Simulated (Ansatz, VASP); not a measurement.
One calculation of Fe, two programs

```
CELL_PARAMETERS angstrom
0.00000 2.32121 2.32121
2.32121 0.00000 2.32121
2.32121 2.32121 0.00000
ATOMIC_POSITIONS crystal
Fe 0.00000 0.00000 0.00000
Fe 0.50000 0.50000 0.50000
```

Alike in both runs: task single point; functional RPBE; k mesh 13 × 13 × 13; occupations fermi-dirac, width 0.05 eV; collinear spin.

|  | VASP | Ansatz |
| --- | --- | --- |
| version | VASP 6.6.1 | Ansatz 0.2.0 |
| potentials or method | VASP PAW PBE potentials, release 64 (Fe), cutoff 520 eV | plane waves (420 eV) with PAW, scalar-relativistic |
| valence electrons in the cell | 16 | 32 |

```tsv
	VASP	Ansatz	Ansatz less VASP
pressure (GPa)	11.6	12.8	+1.19
net moment per atom (μB)	0.00	0.00	0.000
size of the moment on the site where the two differ most (μB)	2.02	1.94	-0.073
```

VASP's potentials were made for PBE, not for RPBE. Site moments also hang on the region over which each program counts them. The functional is the same, so the differences come from potentials, cutoffs and numerics. VASP's potentials hold 16 valence electrons a cell and Ansatz's 32, so a difference there can come from the potentials and not from the codes.
